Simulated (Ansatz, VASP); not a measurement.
# Si3N4: VASP beside Ansatz

```xyz
14
Lattice="7.6192 0.0000 0.0000 -3.8096 6.5985 0.0000 0.0000 0.0000 2.9113" Properties=species:S:1:pos:R:3 pbc="T T T"
Si   -1.5988    5.0665    0.7278
Si    2.4321    1.1487    2.1835
Si    0.2213    2.6806    0.7278
Si    5.4084    1.5319    2.1835
Si    1.3775    5.4498    0.7278
Si    3.5884    3.9179    2.1835
N     0.0000    4.3990    0.7278
N     3.8096    2.1995    2.1835
N     2.4001    0.1972    0.7278
N     1.0293    2.1771    2.1835
N     6.2484    1.9799    0.7278
N     1.4095    6.4013    2.1835
N     2.7804    4.4213    0.7278
N    -2.4388    4.6185    2.1835
```

Alike in both runs: functional PBE; dispersion D3(BJ); k mesh 6 × 6 × 8; occupations gaussian, width 0.02 eV; no spin polarisation.

Ansatz relaxed the structure, and its values are those at the end. VASP's run is a single point on that final structure, the one shown.

|  | VASP | Ansatz |
| --- | --- | --- |
| version | VASP 6.6.1 | Ansatz 0.2.0 |
| potentials or method | VASP PAW PBE potentials, release 64 (Si, N), cutoff 520 eV | scalar-relativistic, plane waves, PAW |
| valence electrons in the cell | 64 | 64 |

VASP gave:

```
gap on the k mesh at the Fermi level (eV) : 4.32
least direct gap on the mesh (eV)         : 4.51
pressure (GPa)                            : -0.3
```

Task: Estimate Ansatz's values.

Result: gap on the k mesh at the Fermi level (eV): 4.33; least direct gap on the mesh (eV): 4.52; pressure (GPa): 0.0.
